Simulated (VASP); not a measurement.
Crystal: Ta.

```
Ta
1.0
     0.00000    2.08252    2.08252
     2.08252    0.00000    2.08252
     2.08252    2.08252    0.00000
Ta
1
Direct
  0.00000 0.00000 0.00000
```

```yaml
Program: VASP 6.6.1
Task: relaxation of cell and atoms
Functional: RPBE
Potentials_or_basis: VASP PAW PBE potentials, release 64 (Ta_pv)
Cutoff: 600 eV
k_mesh: 13 × 13 × 13
Occupations: fermi-dirac, width 0.1 eV
Spin: no spin polarisation
```

At the start: pressure 12.2 GPa; volume 18.06 Å³/atom.

**Question.** How do energy, volume and symmetry change on relaxing?

**Answer.** Over 4 steps the energy falls by 39.7 meV/atom and the volume is 19.16 Å³/atom (+6.1 %); space group Fm-3m (No. 225, to 0.05 Å).

Step by step:
| step | energy change (eV) | largest force (eV/Å) | pressure (GPa) | volume (Å³) |
| --- | --- | --- | --- | --- |
| 1 | 0.0000 | 0.0000 | 12.17 | 18.06 |
| 2 | 0.1415 | 0.0000 | -19.05 | 21.89 |
| 3 | -0.0396 | 0.0000 | -0.49 | 19.21 |
| 4 | -0.0397 | 0.0000 | -0.03 | 19.16 |

Final structure:
```yaml
crystal:
  lattice:
    - [0.00000, 2.12397, 2.12397]
    - [2.12397, 0.00000, 2.12397]
    - [2.12397, 2.12397, 0.00000]
  atoms:
    - { symbol: Ta, position: [0.00000, 0.00000, 0.00000] }
```

Caveat: the PAW data sets were made with another functional, which shifts forces and pressure a little.
